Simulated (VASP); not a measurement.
The system is Al3Cu.

```
CELL_PARAMETERS angstrom
3.76704 0.00000 0.00000
0.00000 3.76704 0.00000
0.00000 0.00000 3.76704
ATOMIC_POSITIONS crystal
Cu 0.00000 0.00000 0.00000
Al 0.50000 0.50000 0.00000
Al 0.50000 0.00000 0.50000
Al 0.00000 0.50000 0.50000
```

This cell differs from its parent crystal: Ti replaced by Cu, lengths x 0.968, strained.

Base run:

| Quantity | Value |
| --- | --- |
| Program | VASP 6.6.1 |
| Functional | PBEsol |
| Potentials or basis | VASP PAW PBE potentials, release 64 (Cu, Al) |
| Cutoff | 520 eV |
| k mesh | 6 × 6 × 6 |
| Occupations | gaussian, width 0.1 eV |
| Spin | no spin polarisation |

Its results: band gap on the k mesh zero (band 10 reaches 11.71 eV, above the bottom of band 11 at 7.67 eV); pressure 12.0 GPa.

Q: The run is repeated on the same cell with these changes: k mesh from 6 × 6 × 6 to 12 × 12 × 12; further incar settings from ALGO = Fast; EDIFF = 1e-07; NBANDS = 18 to ALGO = Normal; EDIFF = 1e-06; NBANDS = 18. What comes out?

A: Band gap on the k mesh zero (band 10 reaches 11.71 eV, above the bottom of band 11 at 7.68 eV); pressure 12.5 GPa.

Caveats: the PAW data sets were made with another functional, which shifts forces and pressure a little.
